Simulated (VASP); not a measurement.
Sb2As2C, 5 atoms in the cell. It takes space group Immm (No. 71, orthorhombic). Conventional cell: a = 3.206 Å, b = 6.764 Å, c = 10.099 Å, α = 90.00°, β = 90.00°, γ = 90.00°. Within 3.4 Å of Sb (site symmetry mm2) lie 1 C at 2.56 Å and 6 As at 3.15 to 3.34 Å and 2 Sb at 3.21 Å. Within 2.4 Å of As (site symmetry m2m) lie 1 C at 1.83 Å. Within 2.4 Å of C (site symmetry mmm) lie 2 As at 1.83 Å. 

```yaml
Program: VASP 6.6.1
Task: single point
Functional: PBE
Potentials_or_basis: VASP PAW PBE potentials, release 64 (Sb, As, C)
Cutoff: 520 eV
k_mesh: 12 × 12 × 12
Occupations: gaussian, width 0.1 eV
Spin: no spin polarisation
Dipole_correction: no
Further_INCAR_settings: ALGO = Normal; EDIFF = 1e-06; NBANDS = 20
```

Potentials or basis: VASP PAW PBE potentials, release 64 (Sb, As, C).

Launch:

```console
$ cat potpaw_PBE.64/Sb/POTCAR potpaw_PBE.64/As/POTCAR potpaw_PBE.64/C/POTCAR > POTCAR
$ mpirun -np 1 vasp_std > vasp.out
```

Hardware: 1 thread of Intel(R) Xeon(R) 6975P-C (Granite Rapids), on a shared host.

Q: Estimate the wall time of this run.

A: Wall time 5.3 min on 1 thread of Intel(R) Xeon(R) 6975P-C (Granite Rapids), on a shared host, peak memory 0.79 GiB. Counts: scf iterations 13, k points 280.
